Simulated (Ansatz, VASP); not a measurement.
# One calculation of BaS, two programs

```
Ba S
1.0
    -0.09581    3.14584    3.14584
     3.14584   -0.09581    3.14584
     3.14584    3.14584   -0.09581
Ba S
1 1
Direct
  0.00000 0.00000 0.00000
  0.50000 0.50000 0.50000
```

Change from the starting cell: equal xy, yz and zx shear strains of -3 %.

Alike in both runs: task single point; functional PBE; k mesh 8 × 8 × 8; occupations fermi-dirac, width 0.02 eV; no spin polarisation.

```csv
,VASP,Ansatz
version,VASP 6.6.1,Ansatz 0.2.0
potentials or method,"VASP PAW PBE potentials, release 64 (Ba_sv, S), cutoff 520 eV","all-electron LAPW, scalar-relativistic"
```

VASP gave:

| Item | Value |
| --- | --- |
| gap on the k mesh at the Fermi level (eV) | 2.03 |
| pressure (GPa) | 1.4 |
| traceless stress, the component that is largest in VASP (GPa) | 0.50 |

Question: Which values does Ansatz return?

Answer: gap on the k mesh at the Fermi level (eV): 2.13; pressure (GPa): 0.8; traceless stress, the component that is largest in VASP (GPa): 0.51.

Ansatz ran all-electron here, and VASP with PAW potentials.

Spin-orbit coupling is off throughout.
